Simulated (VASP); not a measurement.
Ga:

```
CELL_PARAMETERS angstrom
0.00000 2.87445 2.87445
2.87445 0.00000 2.87445
2.87445 2.87445 0.00000
ATOMIC_POSITIONS crystal
Ga 0.91250 0.86250 0.86250
Ga 0.08750 0.13750 0.13750
```

This cell differs from its parent crystal: shortest bond scaled by 1.1.

Base run:

- Program: VASP 6.6.1
- Functional: r2SCAN
- Potentials or basis: VASP PAW PBE potentials, release 64 (Ga_d)
- Cutoff: 520 eV
- k mesh: 9 × 9 × 9
- Occupations: fermi-dirac, width 0.05 eV
- Spin: no spin polarisation

Its results: band gap on the k mesh zero (band 13 reaches 5.41 eV, above the bottom of band 14 at 1.55 eV); pressure 1.7 GPa; largest force 0.485 eV/Å.

Q: The run is repeated on the same cell with these changes: dispersion from none to D3(BJ). What comes out?

A: Band gap on the k mesh zero (band 13 reaches 5.41 eV, above the bottom of band 14 at 1.55 eV); pressure 0.9 GPa; largest force 0.485 eV/Å.

Dispersion adds attraction, which lowers the pressure at fixed volume and, as a term added to the energy, leaves the levels alone.

Caveats: the PAW data sets were made with another functional, which shifts forces and pressure a little; pairwise dispersion overbinds metals, which lowers pressure and volume (some runs).
